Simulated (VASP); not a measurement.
Here is a VASP 6.6.1 calculation.

The input INCAR:

```
SYSTEM = MoS2
PREC = Accurate ; ENCUT = 520
EDIFF = 1E-7 ; ISMEAR = -1
SIGMA = 0.1 ; LREAL = .FALSE.
LASPH = .TRUE. ; NELM = 100
ALGO = Normal ; ISIF = 2
LWAVE = .FALSE. ; LCHARG = .FALSE.
NBANDS = 20
```

The input KPOINTS:

```
Automatic mesh
0
G
  12 12 12
  0 0 0
```

File POSCAR:

```
MoS2
1.0
    1.5800000000      0.9122130000      6.1500000000
   -1.5800000000      0.9122130000      6.1500000000
    0.0000000000     -1.8244270000      6.1500000000
Mo S
1 2
Direct
    0.0000000000      0.0000000000      0.0000000000
    0.2500000000      0.2500000000      0.2500000000
    0.4170000000      0.4170000000      0.4170000000
```

Potentials or basis: VASP PAW LDA potentials, release 64 (Mo_sv, S).

The run is started by

```sh
$ cat potpaw_LDA.64/Mo_sv/POTCAR potpaw_LDA.64/S/POTCAR > POTCAR
$ mpirun -np 1 vasp_std > vasp.out
```

Q: What does it give for the largest force?

A: 0.097 eV/Å.

Q: Estimate the pressure.

A: -2.3 GPa.

Q: Estimate the band gap on the k mesh.

A: 0.87 eV (least direct gap 1.71 eV).

Forces in eV/Å, atoms in the order of the input:
```
Mo   0.000  0.000  0.083
S    0.000  0.000 -0.097
S    0.000  0.000  0.014
```

A k mesh can miss the band edges. A hybrid or GW would open this gap; LDA tends to underestimate it.
